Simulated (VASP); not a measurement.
NbSi, 2 atoms in the cell. The structure is cubic, space group Pm-3m (No. 221). The conventional cell has a = 3.241 Å, b = 3.241 Å, c = 3.241 Å, α = 90.00°, β = 90.00°, γ = 90.00°. Within 3.7 Å of Nb (site symmetry m-3m) lie 8 Si at 2.81 Å and 6 Nb at 3.24 Å. Si (site symmetry m-3m) has 8 Nb at 2.81 Å and 6 Si at 3.24 Å within 3.7 Å. 

- Program: VASP 6.6.1
- Task: single point
- Functional: r2SCAN
- Potentials or basis: VASP PAW PBE potentials, release 64 (Nb_sv, Si)
- Cutoff: 520 eV
- k mesh: 8 × 8 × 8
- Occupations: fermi-dirac, width 0.05 eV
- Spin: no spin polarisation
- Hubbard terms: Nb d U = 8.0 eV
- Dipole correction: no
- Further INCAR settings: ALGO = Normal; EDIFF = 1e-07; NBANDS = 16

Potentials or basis: VASP PAW PBE potentials, release 64 (Nb_sv, Si).

Run with:

```console
$ cat potpaw_PBE.64/Nb_sv/POTCAR potpaw_PBE.64/Si/POTCAR > POTCAR
$ cp INCAR.step1 INCAR
$ mpirun -np 1 vasp_std > vasp.out
$ cp INCAR.step2 INCAR
$ mpirun -np 1 vasp_std > vasp.out
```

Hardware: 1 thread of AMD EPYC 7R13 (shared host).

Task: How long does it take, and how much memory?

Result: Run time: 2.1 min on 1 thread of AMD EPYC 7R13, on a shared host, peak memory 0.12 GiB. Counts: k points 35.
